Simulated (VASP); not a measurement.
# CuO (P1) in VASP: further runs

Runs on CuO. Level: PBEsol. Tasks: single point.

Program: VASP 6.6.1. These are calculated values, not measurements. Logs are shortened: lines on timing, memory, paths and dates and some standing lists are left out, and cuts for length are marked.

## 1. The cell of the first run

The typed cell holds 4 atoms: a = 2.903 Å, b = 2.845 Å, c = 5.273 Å, α = 89.71°, β = 91.14°, γ = 88.70°.

## 2. Single point, PBEsol (atoms moved at random and the cell strained at random)

Contents of INCAR:

```
SYSTEM = CuO
ALGO = Normal
EDIFF = 1E-7
ENCUT = 520
GGA = PS
ISIF = 2
ISMEAR = 0
LASPH = .True.
LCHARG = .True.
LELF = .True.
LREAL = .False.
LVHAR = .True.
LWAVE = .False.
NBANDS = 25
NELM = 100
PREC = Accurate
SIGMA = 0.1
```

Contents of KPOINTS:

```
k-points
0
Gamma
  10 10 6
  0 0 0
```

Contents of POSCAR:

```
CuO
1.0
    2.9027900792      0.0128346910     -0.0340833917
    0.0522224784      2.8448878033      0.0026072298
   -0.0435563076      0.0226345624      5.2731527454
Cu O
2 2
Direct
    0.5106995731      0.0053434258      0.4983983317
    0.0537874343      0.4780918003     -0.0097061318
   -0.0431909901      0.9791177467      0.2496237619
    1.0253855975      0.0012663399      0.7685903712
```

Potentials or basis: VASP PAW PBE potentials, release 64 (Cu, O).

On the command line:

```bash
$ cat potpaw_PBE.64/Cu/POTCAR potpaw_PBE.64/O/POTCAR > POTCAR
$ mpirun -np 1 vasp_std > vasp.out
```

OUTCAR:

```text
SYSTEM = CuO
   EDIFF = 1E-7
   ENCUT = 520
   GGA = PS
   ISIF = 2
   ISMEAR = 0
   LASPH = .True.
   LREAL = .False.
   NELM = 100
   PREC = Accurate

 ion  position               nearest neighbor table
   1  0.511  0.005  0.498-   3 1.86   4 2.02   4 2.04   3 2.06
   2  0.054  0.478  0.990-   4 1.80   4 1.89   3 1.99   3 2.00
   3  0.957  0.979  0.250-   1 1.86   2 1.99   2 2.00   1 2.06
   4  0.025  0.001  0.769-   2 1.80   2 1.89   1 2.02   1 2.04

  LATTYP: Found a triclinic cell.
 ALAT       =     9.6915389389
 B/A-ratio  =     0.6611281675
 C/A-ratio  =     1.2728829731
 COS(alpha) =     0.0018772223
 COS(beta)  =     0.6034234964
 COS(gamma) =     0.7965242206

  Lattice vectors:

 A1 = (   5.7446915092,  -5.6867407870,  -5.3465339884)
 A2 = (   5.7533576800,  -2.8192184213,  -0.0707740132)
 A3 = (  -2.9201224208,  -5.7478794224, -10.5174365587)

Analysis of symmetry for initial positions (statically):
=====================================================================
 Subroutine PRICEL returns:
 Original cell was already a primitive cell.

 Routine SETGRP: Setting up the symmetry group for a
 triclinic supercell.

 Subroutine GETGRP returns: Found  1 space group operations
 (whereof  1 operations were pure point group operations)
 out of a pool of  2 trial point group operations.

The static configuration has the point symmetry C_1 .

Analysis of symmetry for dynamics (positions and initial velocities):
=====================================================================
 Subroutine PRICEL returns:
 Original cell was already a primitive cell.

 Routine SETGRP: Setting up the symmetry group for a
 triclinic supercell.

 Subroutine GETGRP returns: Found  1 space group operations
 (whereof  1 operations were pure point group operations)
 out of a pool of  2 trial point group operations.

The dynamic configuration has the point symmetry C_1 .

 Subroutine INISYM returns: Found  1 space group operations
 (whereof  1 operations are pure point group operations),
 and found     1 'primitive' translations

----------------------------------------------------------------------------------------

                                     Primitive cell

  volume of cell :      43.5383

  direct lattice vectors                    reciprocal lattice vectors
     2.902790079  0.012834691 -0.034083392     0.344557861 -0.006327545  0.002873213
     0.052222478  2.844887803  0.002607230    -0.001572196  0.351537966 -0.001521933
    -0.043556308  0.022634562  5.273152745     0.002227851 -0.000214711  0.189659193

  length of vectors
     2.903018541  2.845368271  5.273381207     0.344627934  0.351544776  0.189672399

  position of ions in fractional coordinates (direct lattice)
     0.510699573  0.005343426  0.498398332
     0.053787434  0.478091800  0.990293868
     0.956809010  0.979117747  0.249623762
     0.025385597  0.001266340  0.768590371

  ion indices of the primitive-cell ions
   primitive index   ion index
                 1           1
                 2           2
                 3           3
                 4           4

----------------------------------------------------------------------------------------

 KPOINTS: k-points

Automatic generation of k-mesh.
 Grid dimensions read from file:
 generate k-points for:   10   10    6

 Generating k-lattice:

  Cartesian coordinates                     Fractional coordinates (reciprocal lattice)
     0.034455786 -0.000632755  0.000287321     0.100000000  0.000000000  0.000000000
    -0.000157220  0.035153797 -0.000152193     0.000000000  0.100000000 -0.000000000
     0.000371309 -0.000035785  0.031609866    -0.000000000  0.000000000  0.166666667

  Length of vectors
     0.034462793  0.035154478  0.031612067

  Shift w.r.t. Gamma in fractional coordinates (k-lattice)
     0.000000000  0.000000000  0.000000000

 Subroutine IBZKPT returns following result:
 ===========================================

 Found    304 irreducible k-points:

 Following reciprocal coordinates:
            Coordinates               Weight
  0.000000  0.000000  0.000000      1.000000
  0.100000 -0.000000 -0.000000      2.000000
  0.200000 -0.000000 -0.000000      2.000000
  0.300000  0.000000 -0.000000      2.000000
  0.400000  0.000000  0.000000      2.000000
  0.500000  0.000000 -0.000000      1.000000
[... 16 lines left out ...]
 -0.400000  0.200000  0.000000      2.000000
 -0.300000  0.200000  0.000000      2.000000
 [... further k-points ...]
   k-points           NKPTS =    304   k-points in BZ     NKDIM =    304   number of bands    NBANDS=     25
   number of dos      NEDOS =    301   number of ions     NIONS =      4
   total plane-waves  NPLWV =  23040
   dimension x,y,z NGX =    24 NGY =   24 NGZ =   40
   dimension x,y,z NGXF=    48 NGYF=   48 NGZF=   80
   ions per type =               2   2
   NGX,Y,Z   is equivalent  to a cutoff of  13.74, 14.02, 12.61 a.u.
   NGXF,Y,Z  is equivalent  to a cutoff of  27.49, 28.04, 25.22 a.u.
 SYSTEM =  CuO
   PREC   = accura    normal or accurate (medium, high low for compatibility)
   ISTART =      0    job   : 0-new  1-cont  2-samecut
   ICHARG =      2    charge: 1-file 2-atom 10-const
   ISPIN  =      1    spin polarized calculation?
   LNONCOLLINEAR =      F non collinear calculations
   LSORBIT =      F    spin-orbit coupling
   LASPH  =      T    aspherical Exc in radial PAW
   ENCUT  =  520.0 eV  38.22 Ry    6.18 a.u.   5.40  5.29  9.80*2*pi/ulx,y,z
   NELM   =    100;   NELMIN=  2; NELMDL= -5     # of ELM steps
   EDIFF  = 0.1E-06   stopping-criterion for ELM
   LREAL  =      F    real-space projection
   EDIFFG = 0.1E-05   stopping-criterion for IOM
   NSW    =      0    number of steps for IOM
   IBRION =     -1    ionic relax: 0-MD 1-quasi-New 2-CG
   NFREE  =      0    steps in history (QN), initial steepest desc. (CG)
   ISIF   =      2    stress and relaxation
   ISYM   =      2    0-nonsym 1-usesym 2-fastsym
   POTIM  = 0.5000    time-step for ionic-motion
   TEBEG  =    0.0;   TEEND  =   0.0 temperature during run
   PSTRESS=    0.0 pullay stress
   NELECT =      34.0000    total number of electrons
   NUPDOWN=      -1.0000    fix difference up-down
   EMIN   =  10.00;   EMAX   =-10.00  energy-range for DOS
   EFERMI =   0.00;   METHOD = LEGACY
   ISMEAR =     0;   SIGMA  =   0.10  broadening in eV -4-tet -1-fermi 0-gaus
   EFERMI_NEDOS =   21; number of points for ismear=-14 and -15
   IALGO  =     38    algorithm
   IMIX   =      4    mixing-type and parameters
     AMIX     =   0.40;   BMIX     =  1.00
     AMIX_MAG =   1.60;   BMIX_MAG =  1.00
  volume/ion in A,a.u.               =      10.88        73.45
  Fermi-wavevector in a.u.,A,eV,Ry     =   1.507569  2.848893 30.922845  2.272765
  Thomas-Fermi vector in A             =   2.618138
   LORBIT       =      0    0 simple, 1 ext, 2 COOP (PROOUT), +10 PAW based schemes
   GGA     = PS    functional components
   LHFCALC =     F    Hartree Fock is set to
   AEXX    =    0.0000 exact exchange contribution
   IVDW    =     0    specifies the selected vdW correction
   LEPSILON=     F    determine dielectric tensor
   LRPA    =     F    only Hartree local field effects (RPA)
 non-spin polarized calculation
 Gauss-broadening in eV      SIGMA  =   0.10
  energy-cutoff  :      520.00
  volume of cell :       43.54
 maximum number of plane-waves:      1190
 NGX is ok and might be reduce to    24
   NGX = 11   NGY = 11   NGZ = 19

 number of electron      34.0000017 magnetization

 Free energy of the ion-electron system (eV)
  ---------------------------------------------------
  ext. energy  EPLUGINS =         0.00000000
  ---------------------------------------------------
  free energy    TOTEN  =       -21.14481857 eV

  energy without entropy =      -21.13333005  energy(sigma->0) =      -21.13907431

 E-fermi :   4.8164     XC(G=0): -11.7087

 val. band max:        4.8132170464   @ k =  -0.2000   0.3000   0.3333
 cond. band min:       4.8178306422   @ k =  -0.2000  -0.3000   0.3333
 fundamental gap:      0.0046135958
 Fermi energy:         4.8164174090

 k-point     1 :       0.0000    0.0000    0.0000
  band No.  band energies     occupation
      1     -14.9107      2.00000
      2     -13.6137      2.00000
      3      -3.3633      2.00000
      4      -0.8769      2.00000
      5      -0.2516      2.00000
      6       0.8405      2.00000
[... 17 lines left out ...]
     24      19.6054      0.00000
     25      19.9495      0.00000

 k-point     2 :       0.1000   -0.0000   -0.0000
  band No.  band energies     occupation
      1     -14.8577      2.00000
      2     -13.5906      2.00000
      3      -3.2742      2.00000
      4      -0.8574      2.00000
      5      -0.3411      2.00000
      6       0.4677      2.00000
[... 17 lines left out ...]
     24      19.5910      0.00000
     25      20.0796      0.00000

 k-point     3 :       0.2000   -0.0000   -0.0000
  band No.  band energies     occupation
      1     -14.7151      2.00000
      2     -13.5294      2.00000
      3      -3.0338      2.00000
      4      -0.8070      2.00000
      5      -0.5609      2.00000
      6      -0.3647      2.00000
[... 17 lines left out ...]
     24      19.6747      0.00000
     25      20.3399      0.00000

 k-point     4 :       0.3000    0.0000   -0.0000
  band No.  band energies     occupation
      1     -14.5295      2.00000
      2     -13.4515      2.00000
      3      -2.7245      2.00000
      4      -1.3043      2.00000
      5      -0.7533      2.00000
      6      -0.6787      2.00000
[... 17 lines left out ...]
     24      19.2469      0.00000
     25      20.5813      0.00000

 k-point     5 :       0.4000    0.0000    0.0000
  band No.  band energies     occupation
      1     -14.3709      2.00000
      2     -13.3867      2.00000
      3      -2.4873      2.00000
      4      -1.9106      2.00000
      5      -0.8075      2.00000
      6      -0.6763      2.00000
[... 17 lines left out ...]
     24      18.2514      0.00000
     25      20.5711      0.00000

 k-point     6 :       0.5000    0.0000   -0.0000
  band No.  band energies     occupation
      1     -14.3080      2.00000
      2     -13.3616      2.00000
      3      -2.4464      2.00000
      4      -2.0762      2.00000
      5      -0.8331      2.00000
      6      -0.6579      2.00000
[... 17 lines left out ...]
     24      17.4975      0.00000
     25      20.5240      0.00000
[... 393 lines left out ...]
 k-point    21 :       0.4000    0.2000   -0.0000
  band No.  band energies     occupation
      1     -14.1725      2.00000
      2     -13.3175      2.00000
      3      -2.0968      2.00000
      4      -1.7295      2.00000
      5      -1.0373      2.00000
      6      -0.4010      2.00000
[... 17 lines left out ...]
     24      18.0000      0.00000
     25      19.4905      0.00000

 k-point    22 :       0.5000    0.2000   -0.0000
  band No.  band energies     occupation
      1     -14.1105      2.00000
      2     -13.2928      2.00000
      3      -2.1231      2.00000
      4      -1.8061      2.00000
      5      -1.0462      2.00000
      6      -0.4016      2.00000
[... 17 lines left out ...]
     24      18.1390      0.00000
     25      18.9953      0.00000

 k-point    23 :      -0.4000    0.2000    0.0000
  band No.  band energies     occupation
      1     -14.1666      2.00000
      2     -13.3159      2.00000
      3      -2.0764      2.00000
      4      -1.7500      2.00000
      5      -1.0651      2.00000
      6      -0.4255      2.00000
[... 17 lines left out ...]
     24      17.8160      0.00000
     25      19.4398      0.00000

 k-point    24 :      -0.3000    0.2000    0.0000
  band No.  band energies     occupation
      1     -14.3150      2.00000
      2     -13.3766      2.00000
      3      -2.3011      2.00000
      4      -1.2685      2.00000
      5      -1.0342      2.00000
      6      -0.4115      2.00000
[... 17 lines left out ...]
     24      17.3394      0.00000
     25      20.1790      0.00000

 [... further k-points ...]
[... 5 lines left out ...]
  --------------------------------------------------------------------------------------
  -------------------------------------------------------------------------------------
  Total       -1.3588597      0.9382306     -1.7731453      0.0309056      0.7321129     -0.3795167
  in kB      -50.0050165     34.5261818    -65.2504161      1.1373011     26.9412053    -13.9659308
  external PRESSURE =     -26.9097502 kB  Pullay stress =       0.0000000 kB

 VOLUME and BASIS-vectors are now :
 -----------------------------------------------------------------------------
  energy-cutoff  :      520.00
  volume of cell :       43.54
      direct lattice vectors                 reciprocal lattice vectors
     2.902790079  0.012834691 -0.034083392     0.344557861 -0.006327545  0.002873213
     0.052222478  2.844887803  0.002607230    -0.001572196  0.351537966 -0.001521933
    -0.043556308  0.022634562  5.273152745     0.002227851 -0.000214711  0.189659193

 POSITION                                       TOTAL-FORCE (eV/Angst)
 -----------------------------------------------------------------------------------
      1.46102      0.03304      2.61074        -0.715821     -0.191554      0.510919
      0.13797      1.38322      5.22138        -0.822939      0.857007      1.842894
      2.81767      2.80341      1.28625         1.160092      0.027722     -0.366395
      0.04028      0.02133      4.05203         0.378668     -0.693174     -1.987418
 -----------------------------------------------------------------------------------
    total drift:                                0.000351      0.000356     -0.000457

  FREE ENERGIE OF THE ION-ELECTRON SYSTEM (eV)
  ---------------------------------------------------
  free  energy   TOTEN  =       -21.1448185694 eV

  energy  without entropy=      -21.1333300481  energy(sigma->0) =      -21.13907431
```

Run time: 7.3 min. Hardware: 1 thread of Intel Xeon 8259CL, shared host; peak memory 0.38 GiB.

What came out:

```
Free energy            : -21.1448 eV
Pressure               : -2.7 GPa
Largest force          : 2.193 eV/Å
Band gap on the k mesh : zero (bands 17 and 18 overlap by 0.81 eV)
```

Forces in eV/Å, atoms in the order of the input:
```
Cu  -0.716 -0.192  0.511
Cu  -0.823  0.857  1.843
O    1.160  0.028 -0.366
O    0.379 -0.693 -1.987
```

Stress tensor (GPa, compression positive):
```
-5.00  0.11 -1.40
 0.11  3.45  2.69
-1.40  2.69 -6.53
```

Caveat: the cell differs from its parent crystal (atoms moved at random and the cell strained at random); the PAW data sets were made with another functional, which shifts forces and pressure a little; semilocal functionals often make such compounds metallic where correlation or magnetic order opens a gap, which also shifts bond lengths.

## 3. Single point, PBEsol

Contents of INCAR:

```
SYSTEM = CuO
PREC = Accurate ; ENCUT = 520
EDIFF = 1E-6 ; ISMEAR = 0
SIGMA = 0.1 ; LREAL = .False.
LASPH = .True. ; NELM = 60
ALGO = Normal ; ISIF = 2
LWAVE = .False. ; LCHARG = .False.
GGA = PS ; NBANDS = 25
```

Contents of KPOINTS:

```
regular mesh
0
Gamma
  1 1 1
  0 0 0
```

POSCAR is that of step 2.

Potentials or basis: VASP PAW PBE potentials, release 64 (Cu, O).

On the command line:

```bash
$ cat potpaw_PBE.64/Cu/POTCAR potpaw_PBE.64/O/POTCAR > POTCAR
$ mpirun -np 1 vasp_gam > vasp.out
```

Run time: 7 s. Hardware: 1 thread of Intel Xeon Platinum 8488C (Sapphire Rapids), shared host; peak memory 0.15 GiB.

It converged, with:

* Free energy: -17.6629 eV
* Pressure: -3.1 GPa
* Largest force: 3.104 eV/Å

Forces in eV/Å, atoms in the order of the input:
```
Cu  -0.640 -0.376  0.767
Cu  -1.811  0.866  2.367
O    0.827 -0.073 -1.303
O    1.624 -0.417 -1.831
```

Stress tensor (GPa, compression positive):
```
 -7.67  -0.05   9.56
 -0.05 -14.74  -0.27
  9.56  -0.27  13.02
```

Levels at points of the mesh, in eV from the Fermi level:
```csv
k point,band 14,band 15,band 16,band 17,band 18,band 19,band 20,band 21
"(0.00, 0.00, 0.00)",-3.10,-2.93,-2.62,-0.03,0.03,0.55,5.49,6.46
```

Caveat: the k points lie up to 2.21 Å⁻¹ apart; the PAW data sets were made with another functional, which shifts forces and pressure a little.

## 4. Single point, PBEsol

Contents of INCAR:

```
PREC     = Accurate       # precision mode
ENCUT    = 520            # plane-wave cutoff, eV
EDIFF    = 1E-7           # SCF threshold, eV
ISMEAR   = 0              # smearing method
SIGMA    = 0.1            # smearing width, eV
LREAL    = False          # projectors in reciprocal space
LASPH    = True           # aspherical terms in the spheres
NELM     = 80             # most SCF steps
ALGO     = Normal         # electronic algorithm
ISIF     = 2              # what is computed and relaxed
LWAVE    = False          # write WAVECAR
LCHARG   = False          # write CHGCAR
GGA      = PS             # functional
NBANDS   = 25             # bands
```

Contents of KPOINTS:

```
regular mesh
0
Gamma
  2 2 1
```

POSCAR is that of step 3.

On the command line:

```bash
$ cat potpaw_PBE.64/Cu/POTCAR potpaw_PBE.64/O/POTCAR > POTCAR
$ mpirun -np 1 vasp_std > vasp.out
```

Wall time 8.6 s (1 thread of Intel Xeon Platinum 8488C (Sapphire Rapids), shared host); peak memory 0.15 GiB.

The run converged. Its results:

```
Free energy            : -19.9676 eV
Pressure               : 2.7 GPa
Largest force          : 2.310 eV/Å
Band gap on the k mesh : 0.03 eV (least direct gap 0.22 eV)
```

Forces on the atoms (eV/Å):
```
Cu  -0.157 -0.185  0.509
Cu  -0.604  0.867  2.054
O    0.170 -0.113 -0.689
O    0.591 -0.570 -1.874
```

Stress tensor (GPa, compression positive):
```
 4.61  0.54  1.71
 0.54  6.94  2.37
 1.71  2.37 -3.57
```

Levels at points of the mesh, in eV from the valence-band top:
```csv
k point,band 15,band 16,band 17,band 18,band 19,band 20
"(0.00, 0.00, 0.00)",-2.60,-2.49,0.00,0.22,0.74,5.35
"(0.50, 0.00, 0.00)",-2.27,-1.85,-0.20,0.03,2.80,5.16
"(0.00, 0.50, 0.00)",-2.01,-1.77,-0.55,0.08,2.49,5.62
"(0.50, 0.50, 0.00)",-2.13,-1.90,-1.52,0.65,1.49,6.16
```

Caveat: the k points lie up to 1.19 Å⁻¹ apart; the PAW data sets were made with another functional, which shifts forces and pressure a little; an odd mesh through Γ misses points on the zone boundary, where band edges can lie.

## 5. Summary

| k mesh | gap on the mesh (eV) | pressure (GPa) | largest force (eV/Å) |
| --- | --- | --- | --- |
| 10 × 10 × 6 | none | -2.7 | 2.19 |
| 1 × 1 × 1 | - | -3.1 | 3.10 |
| 2 × 2 × 1 | 0.03 | 2.7 | 2.31 |

Alike in all rows: task single point; level PBEsol; potentials or basis VASP PAW PBE potentials, release 64 (Cu, O); no spin polarisation; cell as given; cutoff (eV) 520; smearing gaussian 0.1 eV.

Caveats: some runs use coarse meshes; the PAW data sets were made with another functional, which shifts forces and pressure a little; semilocal functionals often make such compounds metallic where correlation or magnetic order opens a gap, which also shifts bond lengths (at least some runs); an odd mesh through Γ misses points on the zone boundary, where band edges can lie (at least some runs).

Total energies depend on the potentials used, so only differences within one code and one set of settings carry meaning.
